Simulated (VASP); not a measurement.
**Ca17S16 (a cell with a defect): relaxation of the atoms with PBE**

System: Ca17S16 (a cell with a defect).

```
Ca S
1.0
     5.71180    5.71180    5.71180
    -5.71180   -5.71180    5.71180
     5.71180   -5.71180   -5.71180
Ca S
17 16
Cartesian
  2.8559 -2.8559 0.0000
  5.7118 0.0000 0.0000
  0.0000 -2.8559 2.8559
  2.8559 0.0000 2.8559
  5.7118 2.8559 2.8559
  2.8559 -2.8559 5.7118
  0.0000 -5.7118 0.0000
  0.0000 -8.5677 2.8559
  -2.8559 -2.8559 5.7118
  0.0000 0.0000 5.7118
  2.8559 2.8559 5.7118
  0.0000 0.0000 0.0000
  -2.8559 -5.7118 2.8559
  2.8559 -5.7118 2.8559
  5.7118 -2.8559 2.8559
  2.8559 -5.7118 -2.8559
  1.4279 1.4279 1.4279
  5.7118 -2.8559 0.0000
  8.5677 0.0000 0.0000
  2.8559 -2.8559 2.8559
  5.7118 0.0000 2.8559
  2.8559 -2.8559 -2.8559
  0.0000 -8.5677 0.0000
  2.8559 -5.7118 0.0000
  2.8559 2.8559 2.8559
  0.0000 -2.8559 5.7118
  2.8559 0.0000 5.7118
  0.0000 -2.8559 0.0000
  2.8559 0.0000 0.0000
  0.0000 -5.7118 2.8559
  0.0000 0.0000 8.5677
  -2.8559 -2.8559 2.8559
  0.0000 0.0000 2.8559
```

This cell differs from its parent crystal: with an interstitial atom.

| Property | Result |
| --- | --- |
| Program | VASP 6.6.1 |
| Task | relaxation of the atoms |
| Functional | PBE |
| Potentials or basis | VASP PAW PBE potentials, release 64 (Ca_sv, S) |
| Cutoff | 450 eV |
| k mesh | 2 × 2 × 2, shifted |
| Occupations | gaussian, width 0.01 eV |
| Spin | no spin polarisation |
| Dipole correction | no |
| Further INCAR settings | LREAL = Auto; ALGO = Normal; EDIFF = 1e-07; IBRION = 2; EDIFFG = -0.025; NSW = 65 |

```json
{
  "Energy gained by relaxing": "71.8 meV/atom",
  "Ionic steps": "11",
  "Pressure after relaxing": "2.4 GPa",
  "Largest force after relaxing": "0.004 eV/Å",
  "Band gap on the k mesh": "zero (bands 133 and 134 overlap by 0.38 eV)"
}
```

Forces in eV/Å, atoms in the order of the input:
```
Ca   0.000 -0.003  0.000
Ca   0.003  0.000  0.000
Ca   0.000 -0.003  0.000
Ca  -0.002  0.002 -0.002
Ca   0.003  0.000  0.000
Ca  -0.003  0.000  0.000
Ca   0.000  0.003  0.000
Ca   0.002 -0.002 -0.002
Ca  -0.002 -0.002  0.002
Ca   0.000  0.000  0.003
Ca   0.000  0.000  0.003
Ca   0.002  0.002  0.002
Ca   0.000  0.000 -0.003
Ca   0.000  0.003  0.000
Ca   0.000  0.000 -0.003
Ca  -0.003  0.000  0.000
Ca   0.000  0.000  0.000
S   -0.003  0.003 -0.001
S    0.001 -0.003 -0.003
S    0.003  0.001  0.003
S   -0.001 -0.003  0.003
S    0.001  0.003  0.003
S   -0.001  0.001 -0.001
S    0.003 -0.001 -0.003
S    0.001  0.001  0.001
S   -0.001  0.003 -0.003
S    0.003 -0.003 -0.001
S   -0.003  0.001 -0.003
S    0.001 -0.001 -0.001
S   -0.003 -0.001  0.003
S   -0.003 -0.003  0.001
S    0.003  0.003  0.001
S   -0.001 -0.001  0.001
```

The path:
```csv
step,energy change (eV),largest force (eV/Å),pressure (GPa)
1,0.0000,2.8755,2.39
2,-1.4061,1.6690,2.02
3,-2.0921,0.5005,2.32
4,-2.1028,0.4309,2.24
5,-2.2397,0.2337,2.27
6,-2.3119,0.1439,2.37
7,-2.3396,0.1011,2.38
8,-2.3632,0.0722,2.40
9,-2.3683,0.0286,2.42
10,-2.3684,0.0325,2.43
11,-2.3693,0.0038,2.41
```

Final structure:
```cif
data_structure
_symmetry_space_group_name_H-M 'P 1'
_symmetry_Int_Tables_number 1
_cell_length_a 9.8931
_cell_length_b 9.8931
_cell_length_c 9.8931
_cell_angle_alpha 109.471
_cell_angle_beta 109.471
_cell_angle_gamma 109.471
_cell_volume 745.38
loop_
_atom_site_label
_atom_site_type_symbol
_atom_site_fract_x
_atom_site_fract_y
_atom_site_fract_z
_atom_site_occupancy
Ca1 Ca 0.25000 0.25370 0.49773 1
Ca2 Ca 0.50370 0.00000 0.49773 1
Ca3 Ca 0.25000 0.49773 0.25370 1
Ca4 Ca 0.54357 0.29357 0.29357 1
Ca5 Ca 0.74773 0.00000 0.25370 1
Ca6 Ca 0.75227 0.75596 0.50227 1
Ca7 Ca 0.00596 0.50227 0.50227 1
Ca8 Ca 0.25000 0.00000 0.70643 1
Ca9 Ca 0.25000 0.70643 0.00000 1
Ca10 Ca 0.50370 0.49773 0.00000 1
Ca11 Ca 0.74773 0.25370 0.00000 1
Ca12 Ca 0.95643 0.00000 0.00000 1
Ca13 Ca 0.99630 0.74630 0.24404 1
Ca14 Ca 0.49404 0.74630 0.74630 1
Ca15 Ca 0.75227 0.50227 0.75596 1
Ca16 Ca 0.99630 0.24404 0.74630 1
Ca17 Ca 0.25000 0.00000 0.00000 1
S1 S 0.50329 0.25329 0.74586 1
S2 S 0.74256 0.00000 0.74671 1
S3 S 0.50414 0.50744 0.50744 1
S4 S 0.75744 0.25414 0.50744 1
S5 S 0.99671 0.00000 0.49256 1
S6 S 0.99294 0.74294 0.74294 1
S7 S 0.25000 0.49256 0.74671 1
S8 S 0.50706 0.00000 0.00000 1
S9 S 0.50329 0.74586 0.25329 1
S10 S 0.75744 0.50744 0.25414 1
S11 S 0.99586 0.25329 0.25329 1
S12 S 0.25000 0.00000 0.25706 1
S13 S 0.25000 0.74671 0.49256 1
S14 S 0.74256 0.74671 0.00000 1
S15 S 0.99671 0.49256 0.00000 1
S16 S 0.25000 0.25706 0.00000 1
```

Levels at points of the mesh, in eV from the Fermi level:
```tsv
k point	band 130	band 131	band 132	band 133	band 134	band 135
(0.25, 0.25, 0.25)	-3.71	-3.71	-3.71	0.38	0.38	0.38
```

Run time: 32 min on 4 MPI ranks on Intel(R) Xeon(R) Platinum 8375C CPU @ 2.90GHz (Ice Lake), with other jobs on the host, peak memory 0.51 GiB a rank.

Caveat: the k points lie up to 0.39 Å⁻¹ apart; the cell differs from its parent crystal (with an interstitial atom).
